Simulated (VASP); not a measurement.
Here is a VASP 6.6.1 calculation.

The input INCAR:

```
SYSTEM = Al
ALGO = Normal
DIPOL = 0.5 0.5 0.500
EDIFF = 1E-7
ENCUT = 520
GGA = PS
IDIPOL = 3
ISIF = 2
ISMEAR = -1
LASPH = .True.
LCHARG = .False.
LDIPOL = .True.
LREAL = .False.
LWAVE = .False.
NBANDS = 16
NELM = 80
PREC = Accurate
SIGMA = 0.1
```

The input KPOINTS:

```
k-points
0
Gamma
  4 6 1
  0 0 0
```

Contents of POSCAR:

```
Al
1.0
    4.5006498094      0.0000000000      0.0000000000
    0.0000000000      2.7560738860      0.0000000000
    0.0000000000      0.0000000000     11.1969027580
Al
5
Direct
    0.0000000000      0.0000000000      0.2679312364
    0.5000000000      0.6666666667      0.3839656182
    0.0000000000      0.3333333333      0.5000000000
    0.5000000000      0.0000000000      0.6160343818
    0.0000000000      0.6666666667      0.7320687636
```

Potentials or basis: VASP PAW PBE potentials, release 64 (Al).

Launch:

```console
$ cat potpaw_PBE.64/Al/POTCAR > POTCAR
$ mpirun -np 1 vasp_std > vasp.out
```

(1) Predict the band gap on the k mesh.

(2) Predict the largest force.

Answers

(1) zero (an odd number of electrons rules out a gap without spin polarisation).

(2) 0.345 eV/Å.

Caveat: the k points lie up to 0.38 Å⁻¹ apart, too coarse for converged energies and pressures of a metal; the PAW data sets were made with another functional, which shifts forces and pressure a little.
